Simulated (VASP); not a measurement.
# Zr (I4_1/amd) in VASP: relaxation of cell and atoms with revPBE

Aim: the relaxation of cell and atoms of Zr with revPBE.

Program: VASP 6.6.1. These are calculated values, not measurements. Logs are shortened: lines on timing, memory, paths and dates and some standing lists are left out, and cuts for length are marked.

## Step 1: The cell of the first run

Symmetry: I4_1/amd, No. 141, tetragonal system. The conventional cell has a = 5.637 Å, b = 5.637 Å, c = 3.078 Å, α = 90.00°, β = 90.00°, γ = 90.00°. Zr (site symmetry -4m2) has 10 Zr at 2.92 to 3.64 Å within 3.8 Å.

## Step 2: Relaxation of cell and atoms, revPBE

Input file INCAR:

```
SYSTEM = Zr
PREC     = Accurate       ! precision mode
ENCUT    = 600            ! plane-wave cutoff, eV
EDIFF    = 1E-6           ! SCF threshold, eV
ISMEAR   = -1             ! smearing method
SIGMA    = 0.1            ! smearing width, eV
LREAL    = .FALSE.        ! projectors in reciprocal space
LASPH    = .TRUE.         ! aspherical terms in the spheres
NELM     = 100            ! most SCF steps
ALGO     = Normal         ! electronic algorithm
ISIF     = 3              ! what is computed and relaxed
LWAVE    = .FALSE.        ! write WAVECAR
LCHARG   = .FALSE.        ! write CHGCAR
GGA      = RE             ! functional
IBRION   = 2              ! ionic algorithm
NSW      = 80             ! ionic steps
EDIFFG   = -0.01          ! ionic threshold
ISYM     = 0
```

Input file KPOINTS:

```
Automatic mesh
0
G
  12 12 8
  0 0 0
```

Input file POSCAR:

```
Zr
1.0
   -2.8183043902      2.8183043902      1.5387941970
    2.8183043902     -2.8183043902      1.5387941970
    2.8183043902      2.8183043902     -1.5387941970
Zr
2
Direct
    0.0000000000      0.0000000000      0.0000000000
    0.7500000000      0.2500000000      0.5000000000
```

Potentials or basis: VASP PAW PBE potentials, release 64 (Zr_sv).

Command:

```
cat potpaw_PBE.64/Zr_sv/POTCAR > POTCAR
mpirun -np 1 vasp_std > vasp.out
```

OUTCAR:

```text
SYSTEM = Zr
   PREC = Accurate
   ENCUT = 600
   EDIFF = 1E-6
   ISMEAR = -1
   LREAL = .FALSE.
   LASPH = .TRUE.
   NELM = 100
   ISIF = 3
   GGA = RE
   IBRION = 2
   NSW = 80
   EDIFFG = -0.01
   ISYM = 0

 ion  position               nearest neighbor table
   1  0.000  0.000  0.000-   2 2.92   2 2.92   2 2.92   2 2.92   2 3.64   2 3.64   2 3.64   2 3.64

   2  0.750  0.250  0.500-   1 2.92   1 2.92   1 2.92   1 2.92   1 3.64   1 3.64   1 3.64   1 3.64

IMPORTANT INFORMATION: All symmetrisations will be switched off!
NOSYMM: (Re-)initialisation of all symmetry stuff for point group C_1.

----------------------------------------------------------------------------------------

                                     Primitive cell

  volume of cell :      48.8896

  direct lattice vectors                    reciprocal lattice vectors
    -2.818304390  2.818304390  1.538794197     0.000000000  0.177411639  0.324929741
     2.818304390 -2.818304390  1.538794197     0.177411639  0.000000000  0.324929741
     2.818304390  2.818304390 -1.538794197     0.177411639  0.177411639  0.000000000

  length of vectors
     4.272419321  4.272419321  4.272419321     0.370208355  0.370208355  0.250897945

  position of ions in fractional coordinates (direct lattice)
     0.000000000  0.000000000  0.000000000
     0.750000000  0.250000000  0.500000000

  ion indices of the primitive-cell ions
   primitive index   ion index
                 1           1
                 2           2

----------------------------------------------------------------------------------------

 KPOINTS: Automatic mesh

Automatic generation of k-mesh.
 Grid dimensions read from file:
 generate k-points for:   12   12    8

 Generating k-lattice:

  Cartesian coordinates                     Fractional coordinates (reciprocal lattice)
     0.000000000  0.014784303  0.027077478     0.083333333  0.000000000 -0.000000000
     0.014784303  0.000000000  0.027077478     0.000000000  0.083333333 -0.000000000
     0.022176455  0.022176455  0.000000000     0.000000000  0.000000000  0.125000000

  Length of vectors
     0.030850696  0.030850696  0.031362243

  Shift w.r.t. Gamma in fractional coordinates (k-lattice)
     0.000000000  0.000000000  0.000000000

 -----------------------------------------------------------------------------
|                                                                             |
|           W    W    AA    RRRRR   N    N  II  N    N   GGGG   !!!           |
|           W    W   A  A   R    R  NN   N  II  NN   N  G    G  !!!           |
|           W    W  A    A  R    R  N N  N  II  N N  N  G       !!!           |
|           W WW W  AAAAAA  RRRRR   N  N N  II  N  N N  G  GGG   !            |
|           WW  WW  A    A  R   R   N   NN  II  N   NN  G    G                |
|           W    W  A    A  R    R  N    N  II  N    N   GGGG   !!!           |
|                                                                             |
|     Your reciprocal lattice and k-lattice belong to different lattice       |
|     classes:                                                                |
|                                                                             |
|        The reciprocal lattice is body-centered tetragonal,                  |
|        whereas your k-lattice is base-centered monoclinic.                  |
|                                                                             |
|     Results are often still useful ...                                      |
|                                                                             |
 -----------------------------------------------------------------------------

 WARNING: IBZKPT: internal override: KBLOWUP is changed to .FALSE.
      ... skipping the blow-up phase ...

 Subroutine IBZKPT returns following result:
 ===========================================

 Found    580 irreducible k-points:

 Following reciprocal coordinates:
            Coordinates               Weight
  0.000000  0.000000  0.000000      1.000000
  0.083333 -0.000000  0.000000      2.000000
  0.166667  0.000000 -0.000000      2.000000
  0.250000  0.000000 -0.000000      2.000000
  0.333333  0.000000  0.000000      2.000000
  0.416667  0.000000 -0.000000      2.000000
[... 16 lines left out ...]
  0.250000  0.166667 -0.000000      2.000000
  0.333333  0.166667  0.000000      2.000000
 [... further k-points ...]
   k-points           NKPTS =    580   k-points in BZ     NKDIM =    580   number of bands    NBANDS=     16
   number of dos      NEDOS =    301   number of ions     NIONS =      2
   total plane-waves  NPLWV =  46656
   dimension x,y,z NGX =    36 NGY =   36 NGZ =   36
   dimension x,y,z NGXF=    72 NGYF=   72 NGZF=   72
   ions per type =               2
   NGX,Y,Z   is equivalent  to a cutoff of  14.01, 14.01, 14.01 a.u.
   NGXF,Y,Z  is equivalent  to a cutoff of  28.02, 28.02, 28.02 a.u.
 SYSTEM =  Zr
   PREC   = accura    normal or accurate (medium, high low for compatibility)
   ISTART =      0    job   : 0-new  1-cont  2-samecut
   ICHARG =      2    charge: 1-file 2-atom 10-const
   ISPIN  =      1    spin polarized calculation?
   LNONCOLLINEAR =      F non collinear calculations
   LSORBIT =      F    spin-orbit coupling
   LASPH  =      T    aspherical Exc in radial PAW
   ENCUT  =  600.0 eV  44.10 Ry    6.64 a.u.   8.53  8.53  8.53*2*pi/ulx,y,z
   NELM   =    100;   NELMIN=  2; NELMDL= -5     # of ELM steps
   EDIFF  = 0.1E-05   stopping-criterion for ELM
   LREAL  =      F    real-space projection
   EDIFFG = -.1E-01   stopping-criterion for IOM
   NSW    =     80    number of steps for IOM
   IBRION =      2    ionic relax: 0-MD 1-quasi-New 2-CG
   NFREE  =      1    steps in history (QN), initial steepest desc. (CG)
   ISIF   =      3    stress and relaxation
   ISYM   =      0    0-nonsym 1-usesym 2-fastsym
   POTIM  = 0.5000    time-step for ionic-motion
   TEBEG  =    0.0;   TEEND  =   0.0 temperature during run
   PSTRESS=    0.0 pullay stress
   NELECT =      24.0000    total number of electrons
   NUPDOWN=      -1.0000    fix difference up-down
   EMIN   =  10.00;   EMAX   =-10.00  energy-range for DOS
   EFERMI =   0.00;   METHOD = LEGACY
   ISMEAR =    -1;   SIGMA  =   0.10  broadening in eV -4-tet -1-fermi 0-gaus
   EFERMI_NEDOS =   21; number of points for ismear=-14 and -15
   IALGO  =     38    algorithm
   IMIX   =      4    mixing-type and parameters
     AMIX     =   0.40;   BMIX     =  1.00
     AMIX_MAG =   1.60;   BMIX_MAG =  1.00
  volume/ion in A,a.u.               =      24.44       164.96
  Fermi-wavevector in a.u.,A,eV,Ry     =   1.291437  2.440462 22.691917  1.667809
  Thomas-Fermi vector in A             =   2.423207
   LORBIT       =      0    0 simple, 1 ext, 2 COOP (PROOUT), +10 PAW based schemes
   GGA     = RE    functional components
   LHFCALC =     F    Hartree Fock is set to
   AEXX    =    0.0000 exact exchange contribution
   IVDW    =     0    specifies the selected vdW correction
   LEPSILON=     F    determine dielectric tensor
   LRPA    =     F    only Hartree local field effects (RPA)
 conjugate gradient relaxation of ions
 non-spin polarized calculation
  energy-cutoff  :      600.00
  volume of cell :       48.89
 maximum number of plane-waves:      1654
 NGX is ok and might be reduce to    36
   NGX = 17   NGY = 17   NGZ = 17

--------------------------------------- Ionic step        1  -------------------------------------------

 number of electron      24.0000000 magnetization

 Free energy of the ion-electron system (eV)
  ---------------------------------------------------
  ext. energy  EPLUGINS =         0.00000000
  ---------------------------------------------------
  free energy    TOTEN  =       -15.42122347 eV

  energy without entropy =      -15.31751215  energy(sigma->0) =      -15.36936781

------------------------ aborting loop because EDIFF is reached ----------------------------------------

  FORCE on cell =-STRESS in cart. coord.  units (eV):
  Direction    XX          YY          ZZ          XY          YZ          ZX
  --------------------------------------------------------------------------------------
  -------------------------------------------------------------------------------------
  Total       -0.4033513     -0.4033394     -0.2150564      0.0001532      0.0030542      0.0030556
  in kB      -13.2183646    -13.2179733     -7.0476877      0.0050218      0.1000890      0.1001367
  external PRESSURE =     -11.1613419 kB  Pullay stress =       0.0000000 kB
[... 237 lines left out ...]
  energy  without entropy=      -15.3231003100  energy(sigma->0) =      -15.37375803

--------------------------------------- Ionic step        8  -------------------------------------------

 number of electron      24.0000000 magnetization

 Free energy of the ion-electron system (eV)
  ---------------------------------------------------
  ext. energy  EPLUGINS =         0.00000000
  ---------------------------------------------------
  free energy    TOTEN  =       -15.42448367 eV

  energy without entropy =      -15.32294853  energy(sigma->0) =      -15.37371610

 E-fermi :   8.2918     XC(G=0): -10.8302

 val. band max:        8.2917480616   @ k =   0.5000   0.0833   0.1250
 cond. band min:       8.2919214707   @ k =  -0.4167   0.4167   0.3750
 fundamental gap:      0.0001734091
 Fermi energy:         8.2917768393

 k-point     1 :       0.0000    0.0000    0.0000
  band No.  band energies     occupation
      1     -40.3267      2.00000
      2     -40.0191      2.00000
      3     -18.7680      2.00000
      4     -18.7680      2.00000
      5     -17.8100      2.00000
      6     -17.7945      2.00000
[... 8 lines left out ...]
     15      11.4565      0.00000
     16      11.5117      0.00000
[... 420 lines left out ...]
  band No.  band energies     occupation
      1     -40.1671      2.00000
      2     -40.0322      2.00000
      3     -18.7545      2.00000
      4     -18.6100      2.00000
      5     -18.5136      2.00000
      6     -18.3183      2.00000
[... 8 lines left out ...]
     15      10.1278      0.00000
     16      11.9088      0.00000

 [... further k-points ...]
[... 5 lines left out ...]
  --------------------------------------------------------------------------------------
  -------------------------------------------------------------------------------------
  Total        0.0092752      0.0092776      0.0023238      0.0014253      0.0014552      0.0014569
  in kB        0.3088491      0.3089277      0.0773797      0.0474610      0.0484563      0.0485124
  external PRESSURE =       0.2317188 kB  Pullay stress =       0.0000000 kB
[... 17 lines left out ...]
  FREE ENERGIE OF THE ION-ELECTRON SYSTEM (eV)
  ---------------------------------------------------
  free  energy   TOTEN  =       -15.4244836690 eV

  energy  without entropy=      -15.3229485268  energy(sigma->0) =      -15.37371610

 reached required accuracy - stopping structural energy minimisation
```

Run time: 68 min. Hardware: 1 thread of Oxide Virtual Turin-like, shared host; peak memory 0.56 GiB.

Results:

* Free energy: -15.4245 eV
* Relaxed volume: 24.06 Å³/atom
* Relaxed cell: a = 4.241 Å, b = 4.241 Å, c = 4.241 Å, α = 97.58°, β = 97.58°, γ = 137.39°
* Space group after relaxing (to 0.1 Å): I4_1/amd (No. 141)
* Energy gained by relaxing: 1.6 meV/atom
* Ionic steps: 8
* Pressure after relaxing: 0.0 GPa
* Band gap on the k mesh: zero (bands 12 and 13 overlap by 0.87 eV)

Forces on the atoms (eV/Å):
```
Zr  -0.002  0.002  0.000
Zr   0.002 -0.002  0.000
```

The path:
| step | energy change (eV) | largest force (eV/Å) | pressure (GPa) | volume (Å³) |
| --- | --- | --- | --- | --- |
| 1 | 0.0000 | 0.0019 | -1.12 | 48.89 |
| 2 | -0.0021 | 0.0005 | 0.73 | 47.69 |
| 3 | -0.0029 | 0.0004 | 0.05 | 48.11 |
| 4 | -0.0029 | 0.0003 | 0.08 | 48.10 |
| 5 | -0.0032 | 0.0010 | 0.06 | 48.11 |
| 6 | -0.0033 | 0.0017 | 0.05 | 48.11 |
| 7 | -0.0032 | 0.0031 | 0.01 | 48.12 |
| 8 | -0.0033 | 0.0022 | 0.02 | 48.12 |

Final structure:
```xyz
2
Lattice="-2.7938 2.7942 1.5408 2.7942 -2.7938 1.5408 2.7939 2.7939 -1.5400" Properties=species:S:1:pos:R:3 pbc="T T T"
Zr    0.0002    5.5881    0.0009
Zr    0.0001    2.7943    0.7708
```

Caveat: the PAW data sets were made with another functional, which shifts forces and pressure a little.
